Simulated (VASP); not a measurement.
# Sn (Fd-3m) in VASP: density of states with PBEsol

Aim: the density of states of Sn with PBEsol.

Everything below comes from runs of VASP 6.6.1. Logs are shortened: lines on timing, memory, paths and dates and some standing lists are left out, and cuts for length are marked.

## 1. The cell of the first run

It takes space group Fd-3m (No. 227, cubic). Conventional cell: a = 6.455 Å, b = 6.455 Å, c = 6.455 Å, α = 90.00°, β = 90.00°, γ = 90.00°. Sn (site symmetry -43m) has 4 Sn at 2.80 Å within 3.7 Å.

## 2. Density of states, PBEsol

POSCAR reads:

```
Sn
1.0
    0.0000000000      3.2276591800      3.2276591800
    3.2276591800      0.0000000000      3.2276591800
    3.2276591800      3.2276591800      0.0000000000
Sn
2
Direct
    0.0000000000      0.0000000000      0.0000000000
    0.2500000000      0.2500000000      0.2500000000
```

INCAR.step1 reads:

```
SYSTEM = Sn
PREC     = Accurate       ! precision mode
ENCUT    = 520            ! plane-wave cutoff, eV
EDIFF    = 1E-6           ! SCF threshold, eV
ISMEAR   = -1             ! smearing method
SIGMA    = 0.1            ! smearing width, eV
LREAL    = .FALSE.        ! projectors in reciprocal space
LASPH    = .TRUE.         ! aspherical terms in the spheres
NELM     = 80             ! most SCF steps
ALGO     = Normal         ! electronic algorithm
ISIF     = 2              ! what is computed and relaxed
LWAVE    = .FALSE.        ! write WAVECAR
LCHARG   = .TRUE.         ! write CHGCAR
GGA      = PS             ! functional
NBANDS   = 21             ! bands
```

KPOINTS.step1 reads:

```
Automatic mesh
0
G
  9 9 9
  0 0 0
```

INCAR.step2 reads:

```
SYSTEM = Sn
PREC     = Accurate       ! precision mode
ENCUT    = 520            ! plane-wave cutoff, eV
EDIFF    = 1E-6           ! SCF threshold, eV
ISMEAR   = -5             ! smearing method
SIGMA    = 0.1            ! smearing width, eV
LREAL    = .FALSE.        ! projectors in reciprocal space
LASPH    = .TRUE.         ! aspherical terms in the spheres
NELM     = 80             ! most SCF steps
ALGO     = Normal         ! electronic algorithm
ISIF     = 2              ! what is computed and relaxed
LWAVE    = .FALSE.        ! write WAVECAR
LCHARG   = .FALSE.        ! write CHGCAR
GGA      = PS             ! functional
LORBIT   = 11             ! projections on sites
NBANDS   = 21             ! bands
NEDOS    = 2001           ! points of the DOS
ICHARG   = 11             ! starting density
```

KPOINTS.step2 reads:

```
Automatic mesh
0
G
  14 14 14
  0 0 0
```

Potentials or basis: VASP PAW PBE potentials, release 64 (Sn_d).

Started as:

```console
cat potpaw_PBE.64/Sn_d/POTCAR > POTCAR
cp INCAR.step1 INCAR
cp KPOINTS.step1 KPOINTS
mpirun -np 1 vasp_std > vasp.out
cp INCAR.step2 INCAR
cp KPOINTS.step2 KPOINTS
mpirun -np 1 vasp_std > vasp.out
```

OUTCAR:

```text
SYSTEM = Sn
   PREC = Accurate
   ENCUT = 520
   EDIFF = 1E-6
   ISMEAR = -5
   LREAL = .FALSE.
   LASPH = .TRUE.
   NELM = 80
   ISIF = 2
   GGA = PS
   LORBIT = 11
   ICHARG = 11

 ion  position               nearest neighbor table
   1  0.000  0.000  0.000-   2 2.80   2 2.80   2 2.80   2 2.80
   2  0.250  0.250  0.250-   1 2.80   1 2.80   1 2.80   1 2.80

  LATTYP: Found a face centered cubic cell.
 ALAT       =     6.4553183600

  Lattice vectors:

 A1 = (   0.0000000000,   3.2276591800,   3.2276591800)
 A2 = (   3.2276591800,   0.0000000000,   3.2276591800)
 A3 = (   3.2276591800,   3.2276591800,   0.0000000000)

Analysis of symmetry for initial positions (statically):
=====================================================================
 Subroutine PRICEL returns:
 Original cell was already a primitive cell.

 Routine SETGRP: Setting up the symmetry group for a
 face centered cubic supercell.

 Subroutine GETGRP returns: Found 48 space group operations
 (whereof 24 operations were pure point group operations)
 out of a pool of 48 trial point group operations.

The static configuration has the point symmetry T_d .
 The point group associated with its full space group is O_h .

Analysis of symmetry for dynamics (positions and initial velocities):
=====================================================================
 Subroutine PRICEL returns:
 Original cell was already a primitive cell.

 Routine SETGRP: Setting up the symmetry group for a
 face centered cubic supercell.

 Subroutine GETGRP returns: Found 48 space group operations
 (whereof 24 operations were pure point group operations)
 out of a pool of 48 trial point group operations.

The dynamic configuration has the point symmetry T_d .
 The point group associated with its full space group is O_h .

 Subroutine INISYM returns: Found 48 space group operations
 (whereof 24 operations are pure point group operations),
 and found     1 'primitive' translations

----------------------------------------------------------------------------------------

                                     Primitive cell

  volume of cell :      67.2501

  direct lattice vectors                    reciprocal lattice vectors
     0.000000000  3.227659180  3.227659180    -0.154911028  0.154911028  0.154911028
     3.227659180  0.000000000  3.227659180     0.154911028 -0.154911028  0.154911028
     3.227659180  3.227659180  0.000000000     0.154911028  0.154911028 -0.154911028

  length of vectors
[... 89 lines left out ...]
   NFREE  =      0    steps in history (QN), initial steepest desc. (CG)
   ISIF   =      2    stress and relaxation
   ISYM   =      2    0-nonsym 1-usesym 2-fastsym
   POTIM  = 0.5000    time-step for ionic-motion
   TEBEG  =    0.0;   TEEND  =   0.0 temperature during run
   PSTRESS=    0.0 pullay stress
   NELECT =      28.0000    total number of electrons
   NUPDOWN=      -1.0000    fix difference up-down
   EMIN   =  10.00;   EMAX   =-10.00  energy-range for DOS
   EFERMI =   0.00;   METHOD = LEGACY
   ISMEAR =    -5;   SIGMA  =   0.10  broadening in eV -4-tet -1-fermi 0-gaus
   EFERMI_NEDOS =   21; number of points for ismear=-14 and -15
   IALGO  =     38    algorithm
   IMIX   =      4    mixing-type and parameters
     AMIX     =   0.40;   BMIX     =  1.00
     AMIX_MAG =   1.60;   BMIX_MAG =  1.00
  volume/ion in A,a.u.               =      33.63       226.91
  Fermi-wavevector in a.u.,A,eV,Ry     =   1.222446  2.310089 20.332210  1.494375
  Thomas-Fermi vector in A             =   2.357593
   LORBIT       =     11    0 simple, 1 ext, 2 COOP (PROOUT), +10 PAW based schemes
   GGA     = PS    functional components
   LHFCALC =     F    Hartree Fock is set to
   AEXX    =    0.0000 exact exchange contribution
   IVDW    =     0    specifies the selected vdW correction
   LEPSILON=     F    determine dielectric tensor
   LRPA    =     F    only Hartree local field effects (RPA)
 non-spin polarized calculation
 Fermi weights with tetrahedron method with Bloechl corrections
  energy-cutoff  :      520.00
  volume of cell :       67.25
 maximum number of plane-waves:      1838
 NGX is ok and might be reduce to    36

 number of electron      28.0000010 magnetization

 Free energy of the ion-electron system (eV)
  ---------------------------------------------------
  ext. energy  EPLUGINS =         0.00000000
  ---------------------------------------------------
  free energy    TOTEN  =        -8.45324745 eV

  energy without entropy =       -8.45324745  energy(sigma->0) =       -8.45324745

 E-fermi :   5.6934     XC(G=0):  -9.1359

 val. band max:        5.7419970776   @ k =   0.0000   0.0000   0.0000
 cond. band min:       5.6270799450   @ k =   0.5000   0.0000   0.0000
 fundamental gap:     -0.1149171326
 Fermi energy:         5.6934411616

 k-point     1 :       0.0000    0.0000    0.0000
  band No.  band energies     occupation
      1     -15.9741      2.00000
      2     -15.9741      2.00000
      3     -15.9741      2.00000
      4     -15.9105      2.00000
      5     -15.9105      2.00000
      6     -15.5862      2.00000
[... 565 lines left out ...]
     20      12.9500      0.00000
     21      13.6604      0.00000

 [... further k-points ...]

------------------------ aborting loop because EDIFF is reached ----------------------------------------

  FORCE on cell =-STRESS in cart. coord.  units (eV):
  Direction    XX          YY          ZZ          XY          YZ          ZX
  --------------------------------------------------------------------------------------
  -------------------------------------------------------------------------------------
  Total        0.6888313      0.6888313      0.6888313      0.0000000      0.0000000     -0.0000000
  in kB       16.4108262     16.4108262     16.4108262      0.0000000      0.0000000     -0.0000000
  external PRESSURE =      16.4108262 kB  Pullay stress =       0.0000000 kB

 VOLUME and BASIS-vectors are now :
 -----------------------------------------------------------------------------
  energy-cutoff  :      520.00
  volume of cell :       67.25
      direct lattice vectors                 reciprocal lattice vectors
     0.000000000  3.227659180  3.227659180    -0.154911028  0.154911028  0.154911028
     3.227659180  0.000000000  3.227659180     0.154911028 -0.154911028  0.154911028
     3.227659180  3.227659180  0.000000000     0.154911028  0.154911028 -0.154911028

 POSITION                                       TOTAL-FORCE (eV/Angst)
 -----------------------------------------------------------------------------------
      0.00000      0.00000      0.00000         0.000000      0.000000      0.000000
      1.61383      1.61383      1.61383        -0.000000     -0.000000     -0.000000
 -----------------------------------------------------------------------------------
    total drift:                                0.000000      0.000000      0.000000

  FREE ENERGIE OF THE ION-ELECTRON SYSTEM (eV)
  ---------------------------------------------------
  free  energy   TOTEN  =        -8.4532474504 eV

  energy  without entropy=       -8.4532474504  energy(sigma->0) =       -8.45324745

 total charge

# of ion       s       p       d       tot
------------------------------------------
    1        1.159   1.231   9.973  12.364
    2        1.159   1.231   9.973  12.364
--------------------------------------------------
tot          2.318   2.463  19.946  24.727
```

Wall time 49 s (1 thread of Intel Xeon 6975P-C (Granite Rapids), shared host); peak memory 0.26 GiB.

Results:

* Valence electrons inside the program's atomic spheres: Sn 12.36

Caveat: the PAW data sets were made with another functional, which shifts forces and pressure a little; spin-orbit coupling is left out, which moves the levels of the heavy elements; tetrahedron occupations give inexact forces and stress in metals.
